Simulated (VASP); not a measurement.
**Ag: relaxation of cell and atoms with PBE**

Crystal: Ag.

```
CELL_PARAMETERS angstrom
2.92230 0.00000 0.00000
-1.46115 2.53079 0.00000
0.00000 0.00000 4.70166
ATOMIC_POSITIONS crystal
Ag 0.33333 0.66667 0.25000
Ag 0.66667 0.33333 0.75000
```

* Program: VASP 6.6.1
* Task: relaxation of cell and atoms
* Functional: PBE
* Potentials or basis: VASP PAW PBE potentials, release 64 (Ag)
* Cutoff: 600 eV
* k mesh: 18 × 18 × 10
* Occupations: gaussian, width 0.1 eV
* Spin: no spin polarisation
* Dipole correction: no
* Further INCAR settings: ALGO = Normal; EDIFF = 1e-06; IBRION = 2; EDIFFG = -0.005; NSW = 100; ISIF = 3

```json
{
  "Relaxed volume": "17.85 Å³/atom",
  "Relaxed cell": "a = 2.932 Å, b = 2.932 Å, c = 4.797 Å, α = 90.00°, β = 90.00°, γ = 120.00°",
  "Space group after relaxing (to 0.05 Å)": "P6_3/mmc (No. 194)",
  "Energy gained by relaxing": "4.6 meV/atom",
  "Ionic steps": "7",
  "Pressure after relaxing": "0.0 GPa",
  "Band gap on the k mesh": "zero (band 11 reaches 11.79 eV, above the bottom of band 12 at 4.43 eV)"
}
```

The path:
| step | energy change (eV) | largest force (eV/Å) | pressure (GPa) | volume (Å³) |
| --- | --- | --- | --- | --- |
| 1 | 0.0000 | 0.0000 | 2.68 | 34.77 |
| 2 | -0.0067 | 0.0000 | -1.30 | 36.26 |
| 3 | -0.0086 | 0.0000 | -0.10 | 35.77 |
| 4 | -0.0090 | 0.0000 | 0.00 | 35.74 |
| 5 | -0.0093 | 0.0000 | 0.10 | 35.71 |
| 6 | -0.0093 | 0.0000 | 0.03 | 35.71 |
| 7 | -0.0093 | 0.0000 | 0.04 | 35.71 |

Final structure:
```
CELL_PARAMETERS angstrom
2.93175 0.00000 0.00000
-1.46588 2.53897 0.00000
0.00000 0.00000 4.79675
ATOMIC_POSITIONS crystal
Ag 0.33333 0.66667 0.25000
Ag 0.66667 0.33333 0.75000
```

Levels at points of the mesh, in eV from the Fermi level:
```csv
k point,band 7,band 8,band 9,band 10,band 11,band 12,band 13,band 14,band 15
"(0.00, 0.00, 0.00)",-4.33,-4.00,-4.00,-3.07,-3.07,-0.27,3.34,15.55,17.38
"(0.50, 0.00, 0.00)",-3.69,-2.94,-2.90,-2.82,0.14,1.46,6.69,6.96,9.00
"(0.00, 0.00, 0.50)",-4.37,-4.37,-3.36,-3.36,-3.36,-3.36,10.78,10.78,15.89
"(0.50, 0.00, 0.50)",-3.11,-3.11,-2.87,-2.87,0.83,0.83,4.35,4.35,13.28
```

It took 2.2 min on 1 thread of Intel(R) Xeon(R) 6975P-C (Granite Rapids), on a shared host, peak memory 0.26 GiB.
